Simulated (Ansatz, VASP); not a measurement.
## One calculation of ZnS, two programs

```xyz
2
Lattice="0.0000 2.7020 2.7020 2.7020 0.0000 2.7020 2.7020 2.7020 0.0000" Properties=species:S:1:pos:R:3 pbc="T T T"
Zn    1.3510    1.3510    1.3510
S     0.0000    0.0000    0.0000
```

Alike in both runs: task relaxation of cell and atoms; functional LDA; k mesh 10 × 10 × 10; occupations gaussian, width 0.02 eV; no spin polarisation.

```csv
,VASP,Ansatz
version,VASP 6.6.1,Ansatz 0.2.0
potentials or method,"VASP PAW LDA potentials, release 64 (Zn, S), cutoff 500 eV","scalar-relativistic, plane waves, PAW"
valence electrons in the cell,18,18
```

```tsv
	VASP	Ansatz	Ansatz less VASP
gap on the k mesh at the Fermi level, each at its own relaxed structure (eV)	2.15	2.13	-0.022
relaxed volume (Å³/atom)	18.63	18.58	-0.052
relaxed cell length with the largest relative difference (Å)	3.749	3.745	-0.0035
```

LDA's correlation is that of Perdew and Zunger in VASP and of Perdew and Wang (1992) in Ansatz.
